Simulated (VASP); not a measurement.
A run of VASP 6.6.1 is set up as follows.

File INCAR:

```
SYSTEM = Y
PREC = Accurate
ENCUT = 520
EDIFF = 1E-6
ISMEAR = 0
SIGMA = 0.15
LREAL = .False.
LASPH = .True.
NELM = 80
ALGO = Fast
ISIF = 2
LWAVE = .False.
LCHARG = .False.
GGA = PS
NBANDS = 18
```

Contents of KPOINTS:

```
Automatic mesh
0
Gamma
  15 15 8
  0 0 0
```

The input POSCAR:

```
Y
1.0
    3.3593792981      0.0000000000      0.0000000000
   -1.6796896490      2.9093078131      0.0000000000
    0.0000000000      0.0000000000      5.5175040000
Y
2
Direct
    0.3333333333      0.6666666667      0.2500000000
    0.6666666667      0.3333333333      0.7500000000
```

Potentials or basis: VASP PAW PBE potentials, release 64 (Y_sv).

The run is started by

```console
$ cat potpaw_PBE.64/Y_sv/POTCAR > POTCAR
$ mpirun -np 1 vasp_std > vasp.out
```

Task: Predict the pressure.

Result: 7.4 GPa.

Task: Predict the band gap on the k mesh.

Result: Zero (bands 11 and 12 overlap by 1.73 eV).

Stress tensor (GPa, compression positive):
```
8.32 0.00 0.00
0.00 8.32 0.00
0.00 0.00 5.53
```

Caveat: the cell differs from its parent crystal (strain -0.080 along x and y, -0.040 along z); the cell stands under pressure; the PAW data sets were made with another functional, which shifts forces and pressure a little.
